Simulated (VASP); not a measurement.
# Al4BSbP2 (Cmm2) in VASP: relaxation of cell and atoms with PBE

Aim: the relaxation of cell and atoms of Al4BSbP2 with PBE.

Everything below comes from runs of VASP 6.6.1. Logs are shortened: lines on timing, memory, paths and dates and some standing lists are left out, and cuts for length are marked.

### 1 The cell of the first run

Symmetry: Cmm2, No. 35, orthorhombic system. Conventional cell: a = 7.318 Å, b = 7.765 Å, c = 5.896 Å, α = 90.00°, β = 90.00°, γ = 90.00°. Within 2.9 Å of Al (site symmetry m) lie 1 B at 2.23 Å and 2 P at 2.39 Å and 1 Sb at 2.68 Å. Al (site symmetry m) has 1 B at 2.17 Å and 2 P at 2.38 Å and 1 Sb at 2.64 Å within 2.9 Å. B (site symmetry mm2) has 4 Al at 2.17 to 2.23 Å within 2.9 Å. Within 3.5 Å of Sb (site symmetry mm2) lie 4 Al at 2.64 to 2.68 Å. Within 3.1 Å of P (site symmetry 2) lie 4 Al at 2.38 to 2.39 Å.

### 2 Relaxation of cell and atoms, PBE

Contents of INCAR:

```
SYSTEM = Al4BSbP2
PREC = Accurate
ENCUT = 600
EDIFF = 1E-6
ISMEAR = 0
SIGMA = 0.1
LREAL = .FALSE.
LASPH = .TRUE.
NELM = 80
ALGO = Fast
ISIF = 3
LWAVE = .FALSE.
LCHARG = .FALSE.
GGA = PE
IBRION = 2
NSW = 100
EDIFFG = -0.01
```

Contents of KPOINTS:

```
regular mesh
0
G
  6 6 6
  0 0 0
```

Contents of POSCAR:

```
Al4BSbP2
1.0
    3.6590630466     -3.8825756056      0.0000000000
    3.6590630466      3.8825756056      0.0000000000
    0.0000000000      0.0000000000      5.8959742693
Al B Sb P
4 1 1 2
Direct
    0.2112323500      0.2112323500      0.2647760064
    0.7887676500      0.7887676500      0.2647760064
    0.7899244907      0.2100755093      0.7504819009
    0.2100755093      0.7899244907      0.7504819009
    0.0000000000      0.0000000000      0.9929098916
    0.5000000000      0.5000000000      0.9841359473
    0.0000000000      0.5000000000      0.4968113079
    0.5000000000      0.0000000000      0.4968113079
```

Potentials or basis: VASP PAW PBE potentials, release 64 (Al, B, Sb, P).

On the command line:

```sh
$ cat potpaw_PBE.64/Al/POTCAR potpaw_PBE.64/B/POTCAR potpaw_PBE.64/Sb/POTCAR potpaw_PBE.64/P/POTCAR > POTCAR
$ mpirun -np 1 vasp_std > vasp.out
```

OUTCAR:

```text
SYSTEM = Al4BSbP2
   PREC = Accurate
   ENCUT = 600
   EDIFF = 1E-6
   ISMEAR = 0
   LREAL = .FALSE.
   LASPH = .TRUE.
   NELM = 80
   ISIF = 3
   GGA = PE
   IBRION = 2
   NSW = 100
   EDIFFG = -0.01

 ion  position               nearest neighbor table
   1  0.211  0.211  0.265-   5 2.23   7 2.39   8 2.39   6 2.68   2 3.09
   2  0.789  0.789  0.265-   5 2.23   7 2.39   8 2.39   6 2.68   1 3.09
   3  0.790  0.210  0.750-   5 2.17   7 2.38   8 2.38   6 2.64   4 3.26
   4  0.210  0.790  0.750-   5 2.17   7 2.38   8 2.38   6 2.64   3 3.26
   5  0.000  0.000  0.993-   3 2.17   4 2.17   1 2.23   2 2.23
   6  0.500  0.500  0.984-   3 2.64   4 2.64   1 2.68   2 2.68
   7  0.000  0.500  0.497-   3 2.38   4 2.38   1 2.39   2 2.39
   8  0.500  0.000  0.497-   3 2.38   4 2.38   1 2.39   2 2.39

  LATTYP: Found a base centered orthorhombic cell.
 ALAT       =     7.3181260932
 B/A-ratio  =     1.0610846427
 C/A-ratio  =     0.8056672151

  Lattice vectors:

 A1 = (   3.6590630466,  -3.8825756056,   0.0000000000)
 A2 = (   3.6590630466,   3.8825756056,   0.0000000000)
 A3 = (   0.0000000000,   0.0000000000,   5.8959742693)

Analysis of symmetry for initial positions (statically):
=====================================================================
 Subroutine PRICEL returns:
 Original cell was already a primitive cell.

 Routine SETGRP: Setting up the symmetry group for a
 base centered orthorhombic supercell.

 Subroutine GETGRP returns: Found  4 space group operations
 (whereof  4 operations were pure point group operations)
 out of a pool of  8 trial point group operations.

The static configuration has the point symmetry C_2v.

Analysis of symmetry for dynamics (positions and initial velocities):
=====================================================================
 Subroutine PRICEL returns:
 Original cell was already a primitive cell.

 Routine SETGRP: Setting up the symmetry group for a
 base centered orthorhombic supercell.

 Subroutine GETGRP returns: Found  4 space group operations
 (whereof  4 operations were pure point group operations)
 out of a pool of  8 trial point group operations.

The dynamic configuration has the point symmetry C_2v.

 Subroutine INISYM returns: Found  4 space group operations
 (whereof  4 operations are pure point group operations),
 and found     1 'primitive' translations

----------------------------------------------------------------------------------------

                                     Primitive cell

  volume of cell :     167.5234

  direct lattice vectors                    reciprocal lattice vectors
     3.659063047 -3.882575606  0.000000000     0.136647003 -0.128780493  0.000000000
     3.659063047  3.882575606  0.000000000     0.136647003  0.128780493  0.000000000
     0.000000000  0.000000000  5.895974269     0.000000000  0.000000000  0.169607253

  length of vectors
     5.335085352  5.335085352  5.895974269     0.187767992  0.187767992  0.169607253

  position of ions in fractional coordinates (direct lattice)
     0.211232350  0.211232350  0.264776006
     0.788767650  0.788767650  0.264776006
     0.789924491  0.210075509  0.750481901
     0.210075509  0.789924491  0.750481901
     0.000000000  0.000000000  0.992909892
     0.500000000  0.500000000  0.984135947
     0.000000000  0.500000000  0.496811308
     0.500000000  0.000000000  0.496811308

  ion indices of the primitive-cell ions
   primitive index   ion index
                 1           1
                 2           2
                 3           3
                 4           4
                 5           5
                 6           6
                 7           7
                 8           8

----------------------------------------------------------------------------------------

 KPOINTS: regular mesh

Automatic generation of k-mesh.
 Grid dimensions read from file:
 generate k-points for:    6    6    6

 Generating k-lattice:

  Cartesian coordinates                     Fractional coordinates (reciprocal lattice)
     0.022774501 -0.021463415  0.000000000     0.166666667  0.000000000  0.000000000
     0.022774501  0.021463415  0.000000000     0.000000000  0.166666667  0.000000000
     0.000000000  0.000000000  0.028267876     0.000000000  0.000000000  0.166666667

  Length of vectors
     0.031294665  0.031294665  0.028267876

  Shift w.r.t. Gamma in fractional coordinates (k-lattice)
     0.000000000  0.000000000  0.000000000

 Subroutine IBZKPT returns following result:
 ===========================================

 Found     52 irreducible k-points:

 Following reciprocal coordinates:
            Coordinates               Weight
  0.000000  0.000000  0.000000      1.000000
  0.166667  0.000000  0.000000      4.000000
  0.333333  0.000000  0.000000      4.000000
  0.500000  0.000000  0.000000      2.000000
  0.166667  0.166667  0.000000      2.000000
  0.333333  0.166667  0.000000      4.000000
[... 16 lines left out ...]
  0.333333  0.333333  0.166667      4.000000
  0.500000  0.333333  0.166667      8.000000
 [... further k-points ...]
   k-points           NKPTS =     52   k-points in BZ     NKDIM =     52   number of bands    NBANDS=     20
   number of dos      NEDOS =    301   number of ions     NIONS =      8
   total plane-waves  NPLWV = 110592
   dimension x,y,z NGX =    48 NGY =   48 NGZ =   48
   dimension x,y,z NGXF=    96 NGYF=   96 NGZF=   96
   ions per type =               4   1   1   2
   NGX,Y,Z   is equivalent  to a cutoff of  14.96, 14.96, 13.53 a.u.
   NGXF,Y,Z  is equivalent  to a cutoff of  29.91, 29.91, 27.07 a.u.
 SYSTEM =  Al4BSbP2
   PREC   = accura    normal or accurate (medium, high low for compatibility)
   ISTART =      0    job   : 0-new  1-cont  2-samecut
   ICHARG =      2    charge: 1-file 2-atom 10-const
   ISPIN  =      1    spin polarized calculation?
   LNONCOLLINEAR =      F non collinear calculations
   LSORBIT =      F    spin-orbit coupling
   LASPH  =      T    aspherical Exc in radial PAW
   ENCUT  =  600.0 eV  44.10 Ry    6.64 a.u.  10.66 10.66 11.78*2*pi/ulx,y,z
   NELM   =     80;   NELMIN=  2; NELMDL= -5     # of ELM steps
   EDIFF  = 0.1E-05   stopping-criterion for ELM
   LREAL  =      F    real-space projection
   EDIFFG = -.1E-01   stopping-criterion for IOM
   NSW    =    100    number of steps for IOM
   IBRION =      2    ionic relax: 0-MD 1-quasi-New 2-CG
   NFREE  =      1    steps in history (QN), initial steepest desc. (CG)
   ISIF   =      3    stress and relaxation
   ISYM   =      2    0-nonsym 1-usesym 2-fastsym
   POTIM  = 0.5000    time-step for ionic-motion
   TEBEG  =    0.0;   TEEND  =   0.0 temperature during run
   PSTRESS=    0.0 pullay stress
   NELECT =      30.0000    total number of electrons
   NUPDOWN=      -1.0000    fix difference up-down
   EMIN   =  10.00;   EMAX   =-10.00  energy-range for DOS
   EFERMI =   0.00;   METHOD = LEGACY
   ISMEAR =     0;   SIGMA  =   0.10  broadening in eV -4-tet -1-fermi 0-gaus
   EFERMI_NEDOS =   21; number of points for ismear=-14 and -15
   IALGO  =     68    algorithm
   IMIX   =      4    mixing-type and parameters
     AMIX     =   0.40;   BMIX     =  1.00
     AMIX_MAG =   1.60;   BMIX_MAG =  1.00
  volume/ion in A,a.u.               =      20.94       141.31
  Fermi-wavevector in a.u.,A,eV,Ry     =   0.922763  1.743769 11.585243  0.851491
  Thomas-Fermi vector in A             =   2.048325
   LORBIT       =      0    0 simple, 1 ext, 2 COOP (PROOUT), +10 PAW based schemes
   GGA     = PE    functional components
   LHFCALC =     F    Hartree Fock is set to
   AEXX    =    0.0000 exact exchange contribution
   IVDW    =     0    specifies the selected vdW correction
   LEPSILON=     F    determine dielectric tensor
   LRPA    =     F    only Hartree local field effects (RPA)
 conjugate gradient relaxation of ions
 non-spin polarized calculation
 RMM-DIIS sequential band-by-band and
 Gauss-broadening in eV      SIGMA  =   0.10
  energy-cutoff  :      600.00
  volume of cell :      167.52
 maximum number of plane-waves:      5642
 NGX is ok and might be reduce to    48
   NGX = 21   NGY = 21   NGZ = 23

--------------------------------------- Ionic step        1  -------------------------------------------

 number of electron      29.9999999 magnetization

 Free energy of the ion-electron system (eV)
  ---------------------------------------------------
  ext. energy  EPLUGINS =         0.00000000
  ---------------------------------------------------
  free energy    TOTEN  =       -36.99735755 eV

  energy without entropy =      -36.98260789  energy(sigma->0) =      -36.98998272

------------------------ aborting loop because EDIFF is reached ----------------------------------------

  FORCE on cell =-STRESS in cart. coord.  units (eV):
  Direction    XX          YY          ZZ          XY          YZ          ZX
  --------------------------------------------------------------------------------------
  -------------------------------------------------------------------------------------
  Total        0.6210784     -0.5238240     -0.3005312      0.0000000      0.0000000      0.0000000
  in kB        5.9399344     -5.0098023     -2.8742515      0.0000000      0.0000000      0.0000000
  external PRESSURE =      -0.6480398 kB  Pullay stress =       0.0000000 kB
[... 107 lines left out ...]
  FREE ENERGIE OF THE ION-ELECTRON SYSTEM (eV)
  ---------------------------------------------------
  free  energy   TOTEN  =       -37.0364110585 eV

  energy  without entropy=      -37.0277338806  energy(sigma->0) =      -37.03207247

[... ionic steps 4 to 12 ...]

--------------------------------------- Ionic step       13  -------------------------------------------

 number of electron      29.9999999 magnetization

------------------------ aborting loop because EDIFF is reached ----------------------------------------
[... 79 lines left out ...]
--------------------------------------- Ionic step       15  -------------------------------------------

 number of electron      29.9999999 magnetization

 Free energy of the ion-electron system (eV)
  ---------------------------------------------------
  ext. energy  EPLUGINS =         0.00000000
  ---------------------------------------------------
  free energy    TOTEN  =       -37.06413671 eV

  energy without entropy =      -37.05566267  energy(sigma->0) =      -37.05989969

 E-fermi :   4.7759     XC(G=0):  -9.2009

 val. band max:        4.7327755658   @ k =   0.1667   0.0000   0.5000
 cond. band min:       4.7860955595   @ k =  -0.1667   0.1667   0.1667
 fundamental gap:      0.0533199937
 Fermi energy:         4.7759485244

 k-point     1 :       0.0000    0.0000    0.0000
  band No.  band energies     occupation
      1      -6.6269      2.00000
      2      -4.6118      2.00000
      3      -4.0918      2.00000
      4      -1.7612      2.00000
      5      -1.0129      2.00000
      6      -0.3537      2.00000
[... 541 lines left out ...]
     19       8.6957      0.00000
     20       8.9199      0.00000

 [... further k-points ...]

------------------------ aborting loop because EDIFF is reached ----------------------------------------

  FORCE on cell =-STRESS in cart. coord.  units (eV):
  Direction    XX          YY          ZZ          XY          YZ          ZX
  --------------------------------------------------------------------------------------
  -------------------------------------------------------------------------------------
  Total        0.0282511     -0.0287403     -0.0779551      0.0000000      0.0000000      0.0000000
  in kB        0.2699322     -0.2746058     -0.7448409      0.0000000      0.0000000      0.0000000
  external PRESSURE =      -0.2498382 kB  Pullay stress =       0.0000000 kB
[... 23 lines left out ...]
  FREE ENERGIE OF THE ION-ELECTRON SYSTEM (eV)
  ---------------------------------------------------
  free  energy   TOTEN  =       -37.0641367130 eV

  energy  without entropy=      -37.0556626715  energy(sigma->0) =      -37.05989969

 reached required accuracy - stopping structural energy minimisation
```

It took 46 min on 1 thread of Oxide Virtual Turin-like, shared host; peak memory 0.5 GiB.

Results:

* Free energy: -37.0641 eV
* Relaxed volume: 20.96 Å³/atom
* Relaxed cell: a = 5.324 Å, b = 5.324 Å, c = 5.915 Å, α = 90.00°, β = 90.00°, γ = 90.08°
* Space group after relaxing (to 0.1 Å): P-42m (No. 111)
* Energy gained by relaxing: 8.3 meV/atom
* Ionic steps: 15
* Pressure after relaxing: 0.0 GPa
* Largest force after relaxing: 0.010 eV/Å
* Band gap on the k mesh: zero (bands 15 and 16 overlap by 1.59 eV)

Forces on the atoms (eV/Å):
```
Al  -0.003  0.000 -0.007
Al   0.003  0.000 -0.007
Al   0.000  0.003  0.000
Al   0.000 -0.003  0.000
B    0.000  0.000 -0.002
Sb   0.000  0.000 -0.002
P    0.000  0.000  0.010
P    0.000  0.000  0.010
```

Stress tensor (GPa, compression positive):
```
 0.03  0.00  0.00
 0.00 -0.03  0.00
 0.00  0.00 -0.07
```

The path:
```csv
step,energy change (eV),largest force (eV/Å),pressure (GPa),volume (Å³)
1,0.0000,0.3639,-0.06,167.52
2,-0.0223,0.2166,0.07,167.32
3,-0.0391,0.1729,0.32,166.97
4,-0.0529,0.1299,0.14,167.38
5,-0.0614,0.1277,-0.12,168.01
6,-0.0615,0.1244,-0.11,167.99
7,-0.0635,0.0737,-0.05,167.83
8,-0.0650,0.0423,0.05,167.57
9,-0.0650,0.0404,0.06,167.54
10,-0.0655,0.0327,-0.02,167.70
11,-0.0658,0.0387,-0.16,167.99
12,-0.0661,0.0340,-0.11,167.86
13,-0.0665,0.0221,0.05,167.50
14,-0.0666,0.0161,0.03,167.55
15,-0.0668,0.0096,-0.02,167.68
```

Final structure:
```xyz
8
Lattice="3.7621 -3.7676 0.0000 3.7621 3.7676 0.0000 0.0000 0.0000 5.9153" Properties=species:S:1:pos:R:3 pbc="T T T"
Al    1.5860    0.0000    1.5264
Al    5.9382    0.0000    1.5264
Al    3.7621   -2.1818    4.3924
Al    3.7621    2.1818    4.3924
B     3.7621    3.7676    0.0017
Sb    3.7621    0.0000    5.9136
P     1.8810    1.8838    2.9575
P     5.6431    1.8838    2.9575
```

Caveat: spin-orbit coupling is left out, which moves the levels of the heavy elements.

The gap in the log of VASP goes by the Fermi energy; the results here count the filled bands.